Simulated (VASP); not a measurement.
Here is a VASP 6.6.1 calculation.

The input INCAR:

```
SYSTEM = Ag
ALGO = Normal ; EDIFF = 1E-6
ENCUT = 520 ; GGA = PE
ISIF = 2 ; ISMEAR = 0
LASPH = .TRUE. ; LCHARG = .FALSE.
LREAL = .FALSE. ; LWAVE = .FALSE.
NBANDS = 12 ; NELM = 80
PREC = Accurate ; SIGMA = 0.1
```

The input KPOINTS:

```
k-points
0
G
  18 18 18
  0 0 0
```

File POSCAR:

```
Ag
1.0
    0.0000000000      2.0735892902      2.0735892902
    2.0735892902      0.0000000000      2.0735892902
    2.0735892902      2.0735892902      0.0000000000
Ag
1
Direct
    0.0000000000      0.0000000000      0.0000000000
```

Potentials or basis: VASP PAW PBE potentials, release 64 (Ag).

Launch:

```bash
$ cat potpaw_PBE.64/Ag/POTCAR > POTCAR
$ mpirun -np 1 vasp_std > vasp.out
```

(1) Predict the pressure.

Answers

(1) -0.1 GPa.
